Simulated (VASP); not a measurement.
Input of a VASP 6.6.1 run:

The input INCAR:

```
SYSTEM = Ba2O
PREC = Accurate
ENCUT = 520
EDIFF = 1E-6
ISMEAR = -1
SIGMA = 0.06122561905347299
LREAL = .FALSE.
LASPH = .TRUE.
NELM = 80
ALGO = Normal
ISIF = 2
LWAVE = .FALSE.
LCHARG = .FALSE.
GGA = PE
NBANDS = 20
```

Contents of KPOINTS:

```
regular mesh
0
G
  10 10 10
  0 0 0
```

The input POSCAR:

```
Ba2O
1.0
    0.0000000000      3.3709919269      3.3709919269
    3.3709919269      0.0000000000      3.3709919269
    3.3709919269      3.3709919269      0.0000000000
Ba O
2 1
Direct
    0.2500000000      0.2500000000      0.2500000000
    0.7500000000      0.7500000000      0.7500000000
    0.0000000000      0.0000000000      0.0000000000
```

Potentials or basis: VASP PAW PBE potentials, release 64 (Ba_sv, O).

Run with:

```sh
$ cat potpaw_PBE.64/Ba_sv/POTCAR potpaw_PBE.64/O/POTCAR > POTCAR
$ mpirun -np 1 vasp_std > vasp.out
```

Problem. What does it give for the band gap on the k mesh?

Solution. Zero (bands 13 and 14 overlap by 0.68 eV).

Problem. What does it give for the pressure?

Solution. 3.4 GPa.

Caveat: the cell stands under pressure; spin-orbit coupling is left out, which moves the levels of the heavy elements.
